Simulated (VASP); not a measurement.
# ZrS2 (P-3m1) in VASP: notebook, part 2 of 2

VASP 6.6.1.

**4. Single point, LDA**

The input, INCAR:

```
SYSTEM = ZrS2
ALGO = Normal
EDIFF = 1E-6
ENCUT = 500
GGA_COMPAT = .FALSE.
ISIF = 2
ISMEAR = 0
LASPH = .TRUE.
LCHARG = .FALSE.
LREAL = .FALSE.
LWAVE = .FALSE.
NBANDS = 19
NELM = 120
PREC = Accurate
SIGMA = 0.1
```

The input, KPOINTS:

```
k-points
0
G
  6 6 4
  0 0 0
```

The input, POSCAR:

```
ZrS2
1.0
    3.6913825498      0.0000000000      0.0000000000
   -1.8456912749      3.1968310632      0.0000000000
    0.0000000000      0.0000000000      6.0410770100
Zr S
1 2
Direct
    0.0000000000      0.0000000000      0.0000000000
    0.6666666667      0.3333333333      0.7620900300
    0.3333333333      0.6666666667      0.2379099700
```

Potentials or basis: VASP PAW LDA potentials, release 64 (Zr_sv, S).

Run with:

```console
$ cat potpaw_LDA.64/Zr_sv/POTCAR potpaw_LDA.64/S/POTCAR > POTCAR
$ mpirun -np 1 vasp_std > vasp.out
```

OUTCAR:

```text
SYSTEM = ZrS2
   EDIFF = 1E-6
   ENCUT = 500
   ISIF = 2
   ISMEAR = 0
   LASPH = .TRUE.
   LREAL = .FALSE.
   NELM = 120
   PREC = Accurate

 ion  position               nearest neighbor table
   1  0.000  0.000  0.000-   2 2.57   3 2.57   3 2.57   2 2.57   2 2.57   3 2.57
   2  0.667  0.333  0.762-   1 2.57   1 2.57   1 2.57
   3  0.333  0.667  0.238-   1 2.57   1 2.57   1 2.57

  LATTYP: Found a hexagonal cell.
 ALAT       =     3.6913825498
 C/A-ratio  =     1.6365350728

  Lattice vectors:
[... 717 lines left out ...]

  FORCE on cell =-STRESS in cart. coord.  units (eV):
  Direction    XX          YY          ZZ          XY          YZ          ZX
  --------------------------------------------------------------------------------------
  -------------------------------------------------------------------------------------
  Total       -2.2159647     -2.2159647     -1.5099614     -0.0000000     -0.0000000     -0.0000000
  in kB      -49.8024040    -49.8024040    -33.9354273     -0.0000000     -0.0000000     -0.0000000
  external PRESSURE =     -44.5134118 kB  Pullay stress =       0.0000000 kB

 VOLUME and BASIS-vectors are now :
 -----------------------------------------------------------------------------
  energy-cutoff  :      500.00
  volume of cell :       71.29
      direct lattice vectors                 reciprocal lattice vectors
     3.691382550  0.000000000  0.000000000     0.270901210  0.156404887  0.000000000
    -1.845691275  3.196831063  0.000000000     0.000000000  0.312809773  0.000000000
     0.000000000  0.000000000  6.041077010     0.000000000  0.000000000  0.165533397

 POSITION                                       TOTAL-FORCE (eV/Angst)
 -----------------------------------------------------------------------------------
      0.00000      0.00000      0.00000        -0.000000      0.000000     -0.000000
      1.84569      1.06561      4.60384        -0.000000      0.000000      0.289166
     -0.00000      2.13122      1.43723         0.000000     -0.000000     -0.289166
 -----------------------------------------------------------------------------------
    total drift:                                0.000000      0.000000      0.000000

  FREE ENERGIE OF THE ION-ELECTRON SYSTEM (eV)
  ---------------------------------------------------
  free  energy   TOTEN  =       -23.3053308547 eV

  energy  without entropy=      -23.3053308547  energy(sigma->0) =      -23.30533085
```

Run time: 24 s. Hardware: 1 thread of Intel Xeon Platinum 8375C at 2.90GHz (Ice Lake), shared host; peak memory 0.17 GiB.

Results:

```
Free energy            : -23.3053 eV
Pressure               : -4.5 GPa
Largest force          : 0.289 eV/Å
Band gap on the k mesh : 0.95 eV (least direct gap 1.53 eV)
```

Forces on the atoms (eV/Å):
```
Zr   0.000  0.000  0.000
S    0.000  0.000  0.289
S    0.000  0.000 -0.289
```

Levels at points of the mesh, in eV from the valence-band top:
```tsv
k point	band 9	band 10	band 11	band 12	band 13	band 14	band 15	band 16
(0.00, 0.00, 0.00)	-2.74	-0.03	-0.03	0.00	1.52	1.52	2.35	5.02
(0.50, 0.00, 0.00)	-2.41	-2.35	-1.64	-1.12	1.13	3.18	3.44	5.71
(0.00, 0.00, 0.50)	-2.71	-1.61	-0.13	-0.13	1.49	1.49	2.67	5.32
(0.50, 0.00, 0.50)	-2.53	-2.19	-0.92	-0.75	0.95	3.18	3.44	5.30
```

Caveat: the cell stands under tension.

**5. Single point, PBEsol+D3(BJ)**

The input, INCAR:

```
  ALGO = Normal
  EDIFF = 1E-6
  ENCUT = 500
  GGA = PS
  GGA_COMPAT = F
  ISIF = 2
  ISMEAR = 0
  IVDW = 12
  LASPH = T
  LCHARG = F
  LREAL = F
  LWAVE = F
  NBANDS = 19
  NELM = 120
  PREC = Accurate
  SIGMA = 0.1
```

The input, KPOINTS:

```
k-points
0
Gamma
  6 6 4
```

POSCAR is that of step 4.

Potentials or basis: VASP PAW PBE potentials, release 64 (Zr_sv, S).

Run with:

```console
$ cat potpaw_PBE.64/Zr_sv/POTCAR potpaw_PBE.64/S/POTCAR > POTCAR
$ mpirun -np 1 vasp_std > vasp.out
```

Wall time 25 s (1 thread of Intel Xeon Platinum 8375C at 2.90GHz (Ice Lake), shared host); peak memory 0.2 GiB.

The run converged. Its results:

| Item | Value |
| --- | --- |
| Free energy | -23.4303 eV |
| Pressure | -4.5 GPa |
| Largest force | 0.127 eV/Å |
| Band gap on the k mesh | 1.00 eV (least direct gap 1.58 eV) |
| Dispersion energy per atom | -0.301 eV |

Forces in eV/Å, atoms in the order of the input:
```
Zr   0.000  0.000  0.000
S    0.000  0.000  0.127
S    0.000  0.000 -0.127
```

Stress tensor (GPa, compression positive):
```
-5.06  0.00  0.00
 0.00 -5.06  0.00
 0.00  0.00 -3.51
```

Levels at points of the mesh, in eV from the valence-band top:
```csv
k point,band 9,band 10,band 11,band 12,band 13,band 14,band 15,band 16
"(0.00, 0.00, 0.00)",-2.73,-0.03,-0.03,0.00,1.58,1.58,2.42,5.05
"(0.50, 0.00, 0.00)",-2.41,-2.34,-1.63,-1.12,1.18,3.25,3.51,5.74
"(0.00, 0.00, 0.50)",-2.71,-1.56,-0.13,-0.13,1.55,1.55,2.73,5.35
"(0.50, 0.00, 0.50)",-2.52,-2.18,-0.93,-0.76,1.00,3.25,3.51,5.34
```

Caveat: the cell stands under tension; the PAW data sets were made with another functional, which shifts forces and pressure a little. A k mesh can miss the band edges.

**6. The runs side by side**

| level | potentials or basis | smearing | gap on the mesh (eV) | pressure (GPa) | largest force (eV/Å) |
| --- | --- | --- | --- | --- | --- |
| PBEsol | VASP PAW PBE potentials, release 64 (Zr_sv, S) | methfessel-paxton 0.02 eV | 1.00 | -2.4 | 0.14 |
| RPBE | VASP PAW PBE potentials, release 64 (Zr_sv, S) | tetrahedron | 1.13 | 2.6 | 0.12 |
| LDA | VASP PAW LDA potentials, release 64 (Zr_sv, S) | gaussian 0.1 eV | 0.95 | -4.5 | 0.29 |
| PBEsol+D3(BJ) | VASP PAW PBE potentials, release 64 (Zr_sv, S) | gaussian 0.1 eV | 1.00 | -4.5 | 0.13 |

Alike in all rows: task single point; no spin polarisation; cell as given; k mesh 6 × 6 × 4; cutoff (eV) 500.

Caveats: the PAW data sets were made with another functional, which shifts forces and pressure a little (at least some runs); this functional lacks dispersion, which binds the layers, so the pressure and a relaxed spacing across them are unreliable (at least some runs); the cell stands under tension (at least some runs).

Total energies depend on the potentials used, so only differences within one code and one set of settings carry meaning.
